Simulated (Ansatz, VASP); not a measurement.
**One calculation of WSe2, two programs**

```
CELL_PARAMETERS angstrom
3.17278 0.00000 0.00000
-1.58639 2.74770 0.00000
0.00000 0.00000 30.06029
ATOMIC_POSITIONS crystal
W 0.66667 0.33333 0.00000
W 0.33333 0.66667 0.77346
W 0.33333 0.66667 0.22654
Se 0.33333 0.66667 0.05737
Se 0.66667 0.33333 0.83084
Se 0.66667 0.33333 0.28383
Se 0.33333 0.66667 0.94263
Se 0.66667 0.33333 0.71617
Se 0.66667 0.33333 0.16916
```

Change from the starting cell: strain -0.030 along x and y, +0.030 along z, atoms carried along.

Alike in both runs: task single point; functional PBEsol; k mesh 12 × 12 × 1; occupations gaussian, width 0.05 eV; no spin polarisation.

|  | VASP | Ansatz |
| --- | --- | --- |
| version | VASP 6.6.1 | Ansatz 0.2.0 |
| potentials or method | VASP PAW PBE potentials, release 64 (W_sv, Se), cutoff 520 eV | scalar-relativistic, plane waves, PAW |
| valence electrons in the cell | 78 | 138 |

Ansatz gave:

| Item | Value |
| --- | --- |
| gap on the k mesh at the Fermi level (eV) | 1.11 |
| least direct gap on the mesh (eV) | 1.85 |
| rms of the force components (eV/Å) | 0.093 |

Problem. Which values does VASP return?

Solution. gap on the k mesh at the Fermi level (eV): 1.11; least direct gap on the mesh (eV): 1.85; rms of the force components (eV/Å): 0.063.

VASP's potentials were made for PBE, not for PBEsol. Atom by atom the forces differ by 0.031 eV/Å (rms over components). VASP's potentials hold 78 valence electrons a cell and Ansatz's 138, so a difference there can come from the potentials and not from the codes.

Spin-orbit coupling is off throughout.
